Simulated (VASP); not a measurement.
Wanted: the native input for a VASP 6.6.1 run.

```
Task                   : relaxation of shape and atoms at fixed volume
Functional             : PBE
Potentials or basis    : VASP PAW PBE potentials, release 64 (Ba_sv, Ti_sv, O)
Cutoff                 : 600 eV
k mesh                 : 6 × 6 × 6
Occupations            : gaussian, width 0.01 eV
Spin                   : no spin polarisation
Hubbard terms          : Ti d U = 4.0 eV
Dipole correction      : no
Further INCAR settings : ALGO = Normal; EDIFF = 1e-07; IBRION = 2; EDIFFG = -0.001; NSW = 80; ISIF = 4
```

The structure of BaTiO3 lies in POSCAR:

```
BaTiO3
1.0
    2.8793154987      1.6623735782      2.3615908098
   -2.8793154987      1.6623735782      2.3615908098
    0.0000000000     -3.3247471565      2.3615908097
Ba Ti O
1 1 3
Direct
    0.0026800181      0.0026800181      0.0026800181
    0.5127992509      0.5127992509      0.5127992509
    0.4903227049      0.4903227049      0.9825753212
    0.4903227049      0.9825753212      0.4903227049
    0.9825753212      0.4903227049      0.4903227049
```

This cell differs from its parent crystal: volume scaled by 1.02.

The input as run:

INCAR

```
  PREC = Accurate
  ENCUT = 600
  EDIFF = 1E-7
  ISMEAR = 0
  SIGMA = 0.01
  LREAL = F
  LASPH = T
  NELM = 150
  ALGO = Normal
  ISIF = 4
  LWAVE = F
  LCHARG = F
  LMAXMIX = 4
  LDAU = T
  LDAUTYPE = 2
  LDAUL = -1 2 -1
  LDAUU = 0 4 0
  LDAUJ = 0 0 0
  LDAUPRINT = 1
  GGA = PE
  IBRION = 2
  NSW = 80
  EDIFFG = -0.001
```

KPOINTS

```
Automatic mesh
0
Gamma
  6 6 6
```

Potentials or basis: VASP PAW PBE potentials, release 64 (Ba_sv, Ti_sv, O).

Command:

```bash
$ cat potpaw_PBE.64/Ba_sv/POTCAR potpaw_PBE.64/Ti_sv/POTCAR potpaw_PBE.64/O/POTCAR > POTCAR
$ mpirun -np 1 vasp_std > vasp.out
```

Results of the run:

```yaml
Energy_gained_by_relaxing: 3.9 meV/atom
Ionic_steps: 17
Pressure_after_relaxing: -2.2 GPa
Band_gap_on_the_k_mesh: 2.16 eV, indirect (least direct gap 2.42 eV)
```

Caveat: spin-orbit coupling is left out, which moves the levels of the heavy elements.

Run time: 16 min on 1 thread of AMD EPYC 7R13 (shared host), peak memory 0.22 GiB.
